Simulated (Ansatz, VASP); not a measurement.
## One calculation of P, two programs

File POSCAR:

```
P
1.0
    1.7257251780      0.9963478961      3.1296800121
   -1.7257251780      0.9963478961      3.1296800121
    0.0000000000     -1.9926957921      3.1296800121
P
2
Direct
    0.2270802500      0.2270802500      0.2270802500
    0.7729197500      0.7729197500      0.7729197500
```

The input INCAR.step1:

```
ALGO = Normal
EDIFF = 1E-4
ENCUT = 520
GGA = PE
ISMEAR = 0
LASPH = T
LCHARG = F
LREAL = F
LWAVE = T
NBANDS = 12
NELM = 100
PREC = Accurate
SIGMA = 0.15
```

INCAR.step2

```
ALGO = Normal
EDIFF = 1E-6
ENCUT = 520
ISIF = 2
ISMEAR = 0
ISTART = 1
LASPH = T
LCHARG = F
LMIXTAU = T
LREAL = F
LWAVE = F
METAGGA = R2SCAN
NBANDS = 12
NELM = 100
PREC = Accurate
SIGMA = 0.15
```

KPOINTS

```
k-points
0
Gamma
  18 18 18
```

Input for Ansatz:

```yaml
crystal:
  lattice:
    - [1.725725178, 0.9963478961, 3.1296800121]
    - [-1.725725178, 0.9963478961, 3.1296800121]
    - [0.0, -1.9926957921, 3.1296800121]
  atoms:
    - { symbol: P, position: [0.22708025, 0.22708025, 0.22708025] }
    - { symbol: P, position: [0.77291975, 0.77291975, 0.77291975] }
basis:
  ecutwfc: 500
kpoints:
  mp_grid: { grid: [18, 18, 18] }
hamiltonian:
  xc: r2scan
scf:
  occupations: { method: gaussian, width: 0.15 }
output:
  forces: true
  stress: true
  eigenvalues: true
```

Alike in both runs: task single point; functional r2SCAN; k mesh 18 × 18 × 18; occupations gaussian, width 0.15 eV; no spin polarisation.

|  | VASP | Ansatz |
| --- | --- | --- |
| version | VASP 6.6.1 | Ansatz 0.2.0 |
| potentials or method | VASP PAW PBE potentials, release 64 (P), cutoff 520 eV | scalar-relativistic, plane waves, PAW |
| valence electrons in the cell | 10 | 10 |

```csv
,VASP,Ansatz,Ansatz less VASP
gap on the k mesh at the Fermi level (eV),none,none,-
pressure (GPa),0.1,0.6,+0.57
"traceless stress, the component that is largest in VASP (GPa)",-0.46,-0.62,-0.156
rms of the force components (eV/Å),0.005,0.047,+0.0419
```

VASP's potentials were made for PBE, not for r2SCAN. Atom by atom the forces differ by 0.051 eV/Å (rms over components). A gap of «none» marks a metal or a gap that the smearing closes.
